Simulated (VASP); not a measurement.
Write the native input for VASP 6.6.1 that does the following.

- Task: single point
- Functional: PBEsol
- Potentials or basis: VASP PAW PBE potentials, release 64 (Os)
- Cutoff: 520 eV
- k mesh: 8 × 8 × 8
- Occupations: gaussian, width 0.1 eV
- Spin: no spin polarisation
- Dipole correction: no
- Further INCAR settings: ALGO = Normal; EDIFF = 1e-07; NBANDS = 10

The structure of Os lies in POSCAR:

```
Os
1.0
    0.0000000000      1.9102792079      1.9102792079
    1.9102792079      0.0000000000      1.9102792079
    1.9102792079      1.9102792079      0.0000000000
Os
1
Direct
    0.0000000000      0.0000000000      0.0000000000
```

One way to write it, as run:

INCAR

```
SYSTEM = Os
PREC = Accurate
ENCUT = 520
EDIFF = 1E-7
ISMEAR = 0
SIGMA = 0.1
LREAL = .False.
LASPH = .True.
NELM = 60
ALGO = Normal
ISIF = 2
LWAVE = .False.
LCHARG = .True.
GGA = PS
LELF = .True.
LVHAR = .True.
NBANDS = 10
```

KPOINTS

```
Automatic mesh
0
Gamma
  8 8 8
  0 0 0
```

Potentials or basis: VASP PAW PBE potentials, release 64 (Os).

Command:

```bash
$ cat potpaw_PBE.64/Os/POTCAR > POTCAR
$ mpirun -np 1 vasp_std > vasp.out
```

Results of the run:

```yaml
Pressure: 0.5 GPa
Band_gap_on_the_k_mesh: zero (band 4 reaches 11.68 eV, above the bottom of band 5 at 8.30 eV)
```

Caveat: the PAW data sets were made with another functional, which shifts forces and pressure a little; spin-orbit coupling is left out, which moves the levels of the heavy elements.

Run time: 5.1 s on 1 thread of Intel(R) Xeon(R) Platinum 8259CL CPU @ 2.50GHz (Skylake/Cascade Lake), with other jobs on the host, peak memory 0.13 GiB.
